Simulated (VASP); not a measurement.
# HfBr (F-43m) in VASP: single point with PBE

Aim: the single point of HfBr with PBE.

Everything below comes from runs of VASP 6.6.1. Logs are shortened: lines on timing, memory, paths and dates and some standing lists are left out, and cuts for length are marked.

### Step 1. The cell of the first run

The structure is cubic, space group F-43m (No. 216). The conventional cell has a = 6.333 Å, b = 6.333 Å, c = 6.333 Å, α = 90.00°, β = 90.00°, γ = 90.00°. Within 3.6 Å of Hf (site symmetry -43m) lie 4 Br at 2.74 Å. Within 3.6 Å of Br (site symmetry -43m) lie 4 Hf at 2.74 Å.

### Step 2. Single point, PBE

Contents of INCAR:

```
PREC = Accurate
ENCUT = 520
EDIFF = 1E-6
ISMEAR = 0
SIGMA = 0.1
LREAL = False
LASPH = True
NELM = 80
ALGO = Normal
ISIF = 2
LWAVE = False
LCHARG = False
GGA = PE
NBANDS = 16
```

Contents of KPOINTS:

```
regular mesh
0
Gamma
  6 6 6
```

Contents of POSCAR:

```
HfBr
1.0
    0.0000000000      3.1663057400      3.1663057400
    3.1663057400      0.0000000000      3.1663057400
    3.1663057400      3.1663057400      0.0000000000
Hf Br
1 1
Direct
    0.7500000000      0.7500000000      0.7500000000
    0.0000000000      0.0000000000      0.0000000000
```

Potentials or basis: VASP PAW PBE potentials, release 64 (Hf_pv, Br).

Command:

```sh
cat potpaw_PBE.64/Hf_pv/POTCAR potpaw_PBE.64/Br/POTCAR > POTCAR
mpirun -np 1 vasp_std > vasp.out
```

OUTCAR:

```text
PREC = Accurate
   ENCUT = 520
   EDIFF = 1E-6
   ISMEAR = 0
   LREAL = False
   LASPH = True
   NELM = 80
   ISIF = 2
   GGA = PE

 ion  position               nearest neighbor table
   1  0.750  0.750  0.750-   2 2.74   2 2.74   2 2.74   2 2.74
   2  0.000  0.000  0.000-   1 2.74   1 2.74   1 2.74   1 2.74

  LATTYP: Found a face centered cubic cell.
 ALAT       =     6.3326114800

  Lattice vectors:

 A1 = (   0.0000000000,   3.1663057400,   3.1663057400)
 A2 = (   3.1663057400,   0.0000000000,   3.1663057400)
 A3 = (   3.1663057400,   3.1663057400,   0.0000000000)

Analysis of symmetry for initial positions (statically):
=====================================================================
 Subroutine PRICEL returns:
 Original cell was already a primitive cell.

 Routine SETGRP: Setting up the symmetry group for a
 face centered cubic supercell.

 Subroutine GETGRP returns: Found 24 space group operations
 (whereof 24 operations were pure point group operations)
 out of a pool of 48 trial point group operations.

The static configuration has the point symmetry T_d .

Analysis of symmetry for dynamics (positions and initial velocities):
=====================================================================
 Subroutine PRICEL returns:
 Original cell was already a primitive cell.

 Routine SETGRP: Setting up the symmetry group for a
 face centered cubic supercell.

 Subroutine GETGRP returns: Found 24 space group operations
 (whereof 24 operations were pure point group operations)
 out of a pool of 48 trial point group operations.

The dynamic configuration has the point symmetry T_d .

 Subroutine INISYM returns: Found 24 space group operations
 (whereof 24 operations are pure point group operations),
 and found     1 'primitive' translations

----------------------------------------------------------------------------------------

                                     Primitive cell

  volume of cell :      63.4875

  direct lattice vectors                    reciprocal lattice vectors
     0.000000000  3.166305740  3.166305740    -0.157912735  0.157912735  0.157912735
     3.166305740  0.000000000  3.166305740     0.157912735 -0.157912735  0.157912735
     3.166305740  3.166305740  0.000000000     0.157912735  0.157912735 -0.157912735

  length of vectors
     4.477832520  4.477832520  4.477832520     0.273512881  0.273512881  0.273512881

  position of ions in fractional coordinates (direct lattice)
     0.750000000  0.750000000  0.750000000
     0.000000000  0.000000000  0.000000000

  ion indices of the primitive-cell ions
   primitive index   ion index
                 1           1
                 2           2

----------------------------------------------------------------------------------------

 KPOINTS: regular mesh

Automatic generation of k-mesh.
 Grid dimensions read from file:
 generate k-points for:    6    6    6

 Generating k-lattice:

  Cartesian coordinates                     Fractional coordinates (reciprocal lattice)
    -0.026318789  0.026318789  0.026318789     0.166666667  0.000000000  0.000000000
     0.026318789 -0.026318789  0.026318789     0.000000000  0.166666667  0.000000000
     0.026318789  0.026318789 -0.026318789     0.000000000  0.000000000  0.166666667

  Length of vectors
     0.045585480  0.045585480  0.045585480

  Shift w.r.t. Gamma in fractional coordinates (k-lattice)
     0.000000000  0.000000000  0.000000000

 Subroutine IBZKPT returns following result:
 ===========================================

 Found     16 irreducible k-points:

 Following reciprocal coordinates:
            Coordinates               Weight
  0.000000  0.000000  0.000000      1.000000
  0.166667  0.000000  0.000000      8.000000
  0.333333  0.000000  0.000000      8.000000
  0.500000  0.000000  0.000000      4.000000
  0.166667  0.166667  0.000000      6.000000
  0.333333  0.166667  0.000000     24.000000
[... 8 lines left out ...]
 -0.333333  0.333333  0.166667     24.000000
 -0.333333  0.500000  0.166667     12.000000
   k-points           NKPTS =     16   k-points in BZ     NKDIM =     16   number of bands    NBANDS=     16
   number of dos      NEDOS =    301   number of ions     NIONS =      2
   total plane-waves  NPLWV =  46656
   dimension x,y,z NGX =    36 NGY =   36 NGZ =   36
   dimension x,y,z NGXF=    72 NGYF=   72 NGZF=   72
   ions per type =               1   1
   NGX,Y,Z   is equivalent  to a cutoff of  13.37, 13.37, 13.37 a.u.
   NGXF,Y,Z  is equivalent  to a cutoff of  26.73, 26.73, 26.73 a.u.
 SYSTEM =  unknown system
   PREC   = accura    normal or accurate (medium, high low for compatibility)
   ISTART =      0    job   : 0-new  1-cont  2-samecut
   ICHARG =      2    charge: 1-file 2-atom 10-const
   ISPIN  =      1    spin polarized calculation?
   LNONCOLLINEAR =      F non collinear calculations
   LSORBIT =      F    spin-orbit coupling
   LASPH  =      T    aspherical Exc in radial PAW
   ENCUT  =  520.0 eV  38.22 Ry    6.18 a.u.   8.33  8.33  8.33*2*pi/ulx,y,z
   NELM   =     80;   NELMIN=  2; NELMDL= -5     # of ELM steps
   EDIFF  = 0.1E-05   stopping-criterion for ELM
   LREAL  =      F    real-space projection
   EDIFFG = 0.1E-04   stopping-criterion for IOM
   NSW    =      0    number of steps for IOM
   IBRION =     -1    ionic relax: 0-MD 1-quasi-New 2-CG
   NFREE  =      0    steps in history (QN), initial steepest desc. (CG)
   ISIF   =      2    stress and relaxation
   ISYM   =      2    0-nonsym 1-usesym 2-fastsym
   POTIM  = 0.5000    time-step for ionic-motion
   TEBEG  =    0.0;   TEEND  =   0.0 temperature during run
   PSTRESS=    0.0 pullay stress
   NELECT =      17.0000    total number of electrons
   NUPDOWN=      -1.0000    fix difference up-down
   EMIN   =  10.00;   EMAX   =-10.00  energy-range for DOS
   EFERMI =   0.00;   METHOD = LEGACY
   ISMEAR =     0;   SIGMA  =   0.10  broadening in eV -4-tet -1-fermi 0-gaus
   EFERMI_NEDOS =   21; number of points for ismear=-14 and -15
   IALGO  =     38    algorithm
   IMIX   =      4    mixing-type and parameters
     AMIX     =   0.40;   BMIX     =  1.00
     AMIX_MAG =   1.60;   BMIX_MAG =  1.00
  volume/ion in A,a.u.               =      31.74       214.22
  Fermi-wavevector in a.u.,A,eV,Ry     =   1.055184  1.994009 15.148914  1.113414
  Thomas-Fermi vector in A             =   2.190373
   LORBIT       =      0    0 simple, 1 ext, 2 COOP (PROOUT), +10 PAW based schemes
   GGA     = PE    functional components
   LHFCALC =     F    Hartree Fock is set to
   AEXX    =    0.0000 exact exchange contribution
   IVDW    =     0    specifies the selected vdW correction
   LEPSILON=     F    determine dielectric tensor
   LRPA    =     F    only Hartree local field effects (RPA)
 non-spin polarized calculation
 Gauss-broadening in eV      SIGMA  =   0.10
  energy-cutoff  :      520.00
  volume of cell :       63.49
 maximum number of plane-waves:      1724
 NGX is ok and might be reduce to    36
   NGX = 17   NGY = 17   NGZ = 17

 number of electron      17.0000000 magnetization

 Free energy of the ion-electron system (eV)
  ---------------------------------------------------
  ext. energy  EPLUGINS =         0.00000000
  ---------------------------------------------------
  free energy    TOTEN  =       -10.02207914 eV

  energy without entropy =      -10.00280049  energy(sigma->0) =      -10.01243981

 E-fermi :   3.6074     XC(G=0):  -8.9465

 val. band max:        3.5452346618   @ k =   0.5000   0.3333   0.1667
 cond. band min:       3.6229465690   @ k =  -0.3333   0.1667   0.0000
 fundamental gap:      0.0777119072
 Fermi energy:         3.6073597498

 k-point     1 :       0.0000    0.0000    0.0000
  band No.  band energies     occupation
      1     -28.6849      2.00000
      2     -28.6849      2.00000
      3     -28.6849      2.00000
      4     -14.5754      2.00000
      5      -2.8104      2.00000
      6      -2.8104      2.00000
[... 8 lines left out ...]
     15       8.7442      0.00000
     16       8.7442      0.00000

 k-point     2 :       0.1667    0.0000    0.0000
  band No.  band energies     occupation
      1     -28.6920      2.00000
      2     -28.6858      2.00000
      3     -28.6858      2.00000
      4     -14.5224      2.00000
      5      -3.0918      2.00000
      6      -2.7735      2.00000
[... 8 lines left out ...]
     15       8.9572      0.00000
     16       8.9572      0.00000

 k-point     3 :       0.3333    0.0000    0.0000
  band No.  band energies     occupation
      1     -28.7062      2.00000
      2     -28.6877      2.00000
      3     -28.6877      2.00000
      4     -14.4160      2.00000
      5      -3.4651      2.00000
      6      -2.7051      2.00000
[... 8 lines left out ...]
     15       9.7656      0.00000
     16       9.7656      0.00000

 k-point     4 :       0.5000    0.0000    0.0000
  band No.  band energies     occupation
      1     -28.7133      2.00000
      2     -28.6887      2.00000
      3     -28.6887      2.00000
      4     -14.3626      2.00000
      5      -3.5916      2.00000
      6      -2.6739      2.00000
[... 8 lines left out ...]
     15      10.2745      0.00000
     16      10.2745      0.00000

 k-point     5 :       0.1667    0.1667    0.0000
  band No.  band energies     occupation
      1     -28.6925      2.00000
      2     -28.6871      2.00000
      3     -28.6871      2.00000
      4     -14.5048      2.00000
      5      -3.1765      2.00000
      6      -2.7554      2.00000
[... 8 lines left out ...]
     15       8.9676      0.00000
     16       8.9676      0.00000

 k-point     6 :       0.3333    0.1667    0.0000
  band No.  band energies     occupation
      1     -28.7031      2.00000
      2     -28.6894      2.00000
      3     -28.6892      2.00000
      4     -14.4163      2.00000
      5      -3.4406      2.00000
      6      -2.7417      2.00000
[... 8 lines left out ...]
     15       9.1045      0.00000
     16       9.6197      0.00000

 k-point     7 :       0.5000    0.1667    0.0000
  band No.  band energies     occupation
      1     -28.7114      2.00000
      2     -28.6923      2.00000
      3     -28.6900      2.00000
      4     -14.3453      2.00000
      5      -3.5149      2.00000
      6      -2.8141      2.00000
[... 8 lines left out ...]
     15       9.3937      0.00000
     16      10.1570      0.00000

 k-point     8 :      -0.3333    0.1667    0.0000
  band No.  band energies     occupation
      1     -28.7091      2.00000
      2     -28.6928      2.00000
      3     -28.6887      2.00000
      4     -14.3630      2.00000
      5      -3.4608      2.00000
      6      -2.8440      2.00000
[... 8 lines left out ...]
     15       9.2443      0.00000
     16       9.9081      0.00000

 k-point     9 :      -0.1667    0.1667    0.0000
  band No.  band energies     occupation
      1     -28.6994      2.00000
      2     -28.6897      2.00000
      3     -28.6866      2.00000
      4     -14.4516      2.00000
      5      -3.3125      2.00000
      6      -2.7870      2.00000
[... 8 lines left out ...]
     15       8.6113      0.00000
     16       9.3543      0.00000

 k-point    10 :       0.3333    0.3333    0.0000
  band No.  band energies     occupation
      1     -28.7074      2.00000
      2     -28.6916      2.00000
      3     -28.6916      2.00000
      4     -14.3633      2.00000
      5      -3.6319      2.00000
      6      -2.6299      2.00000
[... 8 lines left out ...]
     15      10.1777      0.00000
     16      10.1777      0.00000

 k-point    11 :       0.5000    0.3333    0.0000
  band No.  band energies     occupation
      1     -28.7120      2.00000
      2     -28.6951      2.00000
      3     -28.6926      2.00000
      4     -14.3102      2.00000
      5      -3.6363      2.00000
      6      -2.7259      2.00000
[... 8 lines left out ...]
     15       9.8002      0.00000
     16      10.4770      0.00000

 k-point    12 :      -0.3333    0.3333    0.0000
  band No.  band energies     occupation
      1     -28.7103      2.00000
      2     -28.6983      2.00000
      3     -28.6911      2.00000
      4     -14.3102      2.00000
      5      -3.4033      2.00000
      6      -3.0072      2.00000
[... 8 lines left out ...]
     15       9.4574      0.00000
     16      10.0404      0.00000

 k-point    13 :       0.5000    0.5000    0.0000
  band No.  band energies     occupation
      1     -28.7148      2.00000
      2     -28.6939      2.00000
      3     -28.6939      2.00000
      4     -14.2924      2.00000
      5      -3.7794      2.00000
      6      -2.5582      2.00000
[... 8 lines left out ...]
     15      10.1819      0.00000
     16      11.5060      0.00000

 k-point    14 :       0.5000    0.3333    0.1667
  band No.  band energies     occupation
      1     -28.7084      2.00000
      2     -28.6946      2.00000
      3     -28.6906      2.00000
      4     -14.3455      2.00000
      5      -3.4932      2.00000
      6      -2.8467      2.00000
[... 8 lines left out ...]
     15       8.9266      0.00000
     16      10.1950      0.00000

 k-point    15 :      -0.3333    0.3333    0.1667
  band No.  band energies     occupation
      1     -28.7106      2.00000
      2     -28.6971      2.00000
      3     -28.6919      2.00000
      4     -14.3102      2.00000
      5      -3.4019      2.00000
      6      -3.0133      2.00000
[... 8 lines left out ...]
     15       8.8847      0.00000
     16      10.1296      0.00000

 k-point    16 :      -0.3333    0.5000    0.1667
  band No.  band energies     occupation
      1     -28.7120      2.00000
      2     -28.6967      2.00000
      3     -28.6939      2.00000
      4     -14.2926      2.00000
      5      -3.5413      2.00000
      6      -2.8779      2.00000
[... 8 lines left out ...]
     15       9.4028      0.00000
     16       9.9236      0.00000

------------------------ aborting loop because EDIFF is reached ----------------------------------------

  FORCE on cell =-STRESS in cart. coord.  units (eV):
  Direction    XX          YY          ZZ          XY          YZ          ZX
  --------------------------------------------------------------------------------------
  -------------------------------------------------------------------------------------
  Total       -2.5276293     -2.5276293     -2.5276293      0.0000000      0.0000000      0.0000000
  in kB      -63.7874756    -63.7874756    -63.7874756      0.0000000      0.0000000      0.0000000
  external PRESSURE =     -63.7874756 kB  Pullay stress =       0.0000000 kB

 VOLUME and BASIS-vectors are now :
 -----------------------------------------------------------------------------
  energy-cutoff  :      520.00
  volume of cell :       63.49
      direct lattice vectors                 reciprocal lattice vectors
     0.000000000  3.166305740  3.166305740    -0.157912735  0.157912735  0.157912735
     3.166305740  0.000000000  3.166305740     0.157912735 -0.157912735  0.157912735
     3.166305740  3.166305740  0.000000000     0.157912735  0.157912735 -0.157912735

 POSITION                                       TOTAL-FORCE (eV/Angst)
 -----------------------------------------------------------------------------------
      4.74946      4.74946      4.74946         0.000000      0.000000      0.000000
      0.00000      0.00000      0.00000        -0.000000     -0.000000     -0.000000
 -----------------------------------------------------------------------------------
    total drift:                               -0.000000     -0.000000     -0.000000

  FREE ENERGIE OF THE ION-ELECTRON SYSTEM (eV)
  ---------------------------------------------------
  free  energy   TOTEN  =       -10.0220791371 eV

  energy  without entropy=      -10.0028004857  energy(sigma->0) =      -10.01243981
```

Wall time 9.6 s (1 thread of Intel Xeon 6975P-C (Granite Rapids), shared host); peak memory 0.2 GiB.

Results:

```yaml
Free_energy: -10.0221 eV
Pressure: -6.4 GPa
```

Caveat: spin-orbit coupling is left out, which moves the levels of the heavy elements; an odd number of electrons without spin polarisation forces a metal; a magnetic or distorted state may lie lower.
